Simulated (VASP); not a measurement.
A run of VASP 6.6.1 is set up as follows.

Contents of INCAR:

```
SYSTEM = Cd
ALGO = Normal
EDIFF = 1E-6
ENCUT = 500
GGA = PS
GGA_COMPAT = .False.
ISIF = 2
ISMEAR = -1
IVDW = 13
LASPH = .True.
LCHARG = .False.
LREAL = .False.
LWAVE = .False.
NBANDS = 12
NELM = 120
PREC = Accurate
SIGMA = 0.05
```

KPOINTS

```
k-points
0
Gamma
  9 9 9
  0 0 0
```

The input POSCAR:

```
Cd
1.0
    0.0000000000      2.1681843373      2.1681843373
    2.1681843373      0.0000000000      2.1681843373
    2.1681843373      2.1681843373      0.0000000000
Cd
1
Direct
    0.0000000000      0.0000000000      0.0000000000
```

Potentials or basis: VASP PAW PBE potentials, release 64 (Cd).

Launch:

```sh
$ cat potpaw_PBE.64/Cd/POTCAR > POTCAR
$ mpirun -np 1 vasp_std > vasp.out
```

**Question.** Predict the dispersion energy per atom.

**Answer.** -0.250 eV.

**Question.** What does it give for the band gap on the k mesh?

**Answer.** Zero (bands 6 and 7 overlap by 1.51 eV).

**Question.** What does it give for the pressure?

**Answer.** 0.4 GPa.

Caveat: the PAW data sets were made with another functional, which shifts forces and pressure a little.
